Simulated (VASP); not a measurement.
# CoSi2 in VASP: a series of runs, part 2 of 2

VASP 6.6.1. Earlier steps stand in the parts before.

## Step 3: Single point, PBE

This run uses another cell than the first one, of 12.83 Å³/atom.

INCAR

```
PREC = Accurate
ENCUT = 520
EDIFF = 1E-6
ISMEAR = 0
SIGMA = 0.1
LREAL = F
LASPH = T
NELM = 60
ALGO = Normal
ISIF = 2
LWAVE = F
LCHARG = F
GGA = PE
NBANDS = 26
```

KPOINTS

```
Automatic mesh
0
Gamma
  10 10 8
```

POSCAR

```
CoSi2
1.0
    2.6799390584      2.6799390584      0.0000000000
   -2.6799390584      2.6799390584      0.0000000000
    0.0000000000      0.0000000000      5.3598781167
Co Si
2 4
Direct
    0.0000000000      0.0000000000      0.0000000000
    0.5000000000      0.5000000000      0.5000000000
    0.0000000000      0.5000000000      0.7500000000
    0.5000000000      0.0000000000      0.7500000000
    0.5000000000      0.0000000000      0.2500000000
    0.0000000000      0.5000000000      0.2500000000
```

Potentials or basis: VASP PAW PBE potentials, release 64 (Co, Si).

Command:

```bash
$ cat potpaw_PBE.64/Co/POTCAR potpaw_PBE.64/Si/POTCAR > POTCAR
$ mpirun -np 1 vasp_std > vasp.out
```

OUTCAR:

```text
PREC = Accurate
   ENCUT = 520
   EDIFF = 1E-6
   ISMEAR = 0
   LREAL = F
   LASPH = T
   NELM = 60
   ISIF = 2
   GGA = PE

 ion  position               nearest neighbor table
   1  0.000  0.000  0.000-   3 2.32   4 2.32   5 2.32   6 2.32   3 2.32   6 2.32   4 2.32   5 2.32

   2  0.500  0.500  0.500-   3 2.32   4 2.32   5 2.32   6 2.32   4 2.32   5 2.32   3 2.32   6 2.32

   3  0.000  0.500  0.750-   1 2.32   2 2.32   1 2.32   2 2.32   6 2.68   6 2.68   4 2.68   4 2.68
                             4 2.68   4 2.68
   4  0.500  0.000  0.750-   1 2.32   2 2.32   2 2.32   1 2.32   5 2.68   5 2.68   3 2.68   3 2.68
                             3 2.68   3 2.68
   5  0.500  0.000  0.250-   1 2.32   2 2.32   2 2.32   1 2.32   4 2.68   4 2.68   6 2.68   6 2.68
[... 921 lines left out ...]
  Total       -0.0989003     -0.0989003      0.0321167      0.0000000      0.0000000      0.0000000
  in kB       -2.0581321     -2.0581321      0.6683540      0.0000000      0.0000000      0.0000000
  external PRESSURE =      -1.1493034 kB  Pullay stress =       0.0000000 kB

 VOLUME and BASIS-vectors are now :
 -----------------------------------------------------------------------------
  energy-cutoff  :      520.00
  volume of cell :       76.99
      direct lattice vectors                 reciprocal lattice vectors
     2.679939058  2.679939058  0.000000000     0.186571407  0.186571407  0.000000000
    -2.679939058  2.679939058  0.000000000    -0.186571407  0.186571407  0.000000000
     0.000000000  0.000000000  5.359878117     0.000000000  0.000000000  0.186571407

 POSITION                                       TOTAL-FORCE (eV/Angst)
 -----------------------------------------------------------------------------------
      0.00000      0.00000      0.00000         0.000000     -0.000000      0.000000
      0.00000      2.67994      2.67994         0.000000      0.000000     -0.000000
     -1.33997      1.33997      4.01991        -0.000000     -0.000000      0.000000
      1.33997      1.33997      4.01991        -0.000000     -0.000000     -0.000000
      1.33997      1.33997      1.33997        -0.000000     -0.000000     -0.000000
     -1.33997      1.33997      1.33997        -0.000000     -0.000000     -0.000000
 -----------------------------------------------------------------------------------
    total drift:                               -0.000000      0.000000      0.000000

  FREE ENERGIE OF THE ION-ELECTRON SYSTEM (eV)
  ---------------------------------------------------
  free  energy   TOTEN  =       -38.5983544426 eV

  energy  without entropy=      -38.5895705259  energy(sigma->0) =      -38.59396248
```

OSZICAR:

```text
N       E                     dE             d eps       ncg     rms          rms(c)
DAV:   1     0.191586502860E+03    0.19159E+03   -0.14093E+04  5468   0.132E+03
DAV:   2    -0.271687103876E+02   -0.21876E+03   -0.20465E+03  5496   0.289E+02
DAV:   3    -0.409761913839E+02   -0.13807E+02   -0.13183E+02  6808   0.839E+01
DAV:   4    -0.414171428140E+02   -0.44095E+00   -0.43791E+00  6864   0.142E+01
DAV:   5    -0.414336372721E+02   -0.16494E-01   -0.16479E-01  7588   0.278E+00    0.202E+01
DAV:   6    -0.486478902109E+02   -0.72143E+01   -0.58097E+01  6858   0.126E+02    0.253E+01
DAV:   7    -0.384990355878E+02    0.10149E+02   -0.26591E+01  6654   0.103E+02    0.544E+00
DAV:   8    -0.387218273430E+02   -0.22279E+00   -0.35110E+00  6500   0.990E+00    0.353E+00
DAV:   9    -0.385996927277E+02    0.12213E+00   -0.31488E-01  6842   0.894E+00    0.869E-01
DAV:  10    -0.385990263457E+02    0.66638E-03   -0.23955E-02  7420   0.140E+00    0.400E-01
DAV:  11    -0.385983234055E+02    0.70294E-03   -0.42544E-03  7028   0.102E+00    0.102E-01
DAV:  12    -0.385983748349E+02   -0.51429E-04   -0.52950E-04  6966   0.332E-01    0.543E-02
DAV:  13    -0.385983542592E+02    0.20576E-04   -0.72252E-05  8106   0.120E-01    0.244E-02
DAV:  14    -0.385983540505E+02    0.20864E-06   -0.13570E-05  8420   0.400E-02    0.685E-03
DAV:  15    -0.385983544426E+02   -0.39203E-06   -0.62601E-07  3464   0.643E-03
   1 F= -.38598354E+02 E0= -.38593962E+02  d E =-.878392E-02
```

Run time: 80 s. Hardware: 1 thread of Intel Xeon 6975P-C (Granite Rapids), shared host; peak memory 0.3 GiB.

What came out:

| Property | Result |
| --- | --- |
| Free energy | -38.5984 eV |
| Pressure | -0.1 GPa |
| Band gap on the k mesh | zero (bands 17 and 18 overlap by 3.04 eV) |

Caveat: the run has no spin polarisation, though such a crystal can be magnetic. Spin polarisation is off, so any magnetic state and its effect on volume and gap are missing.
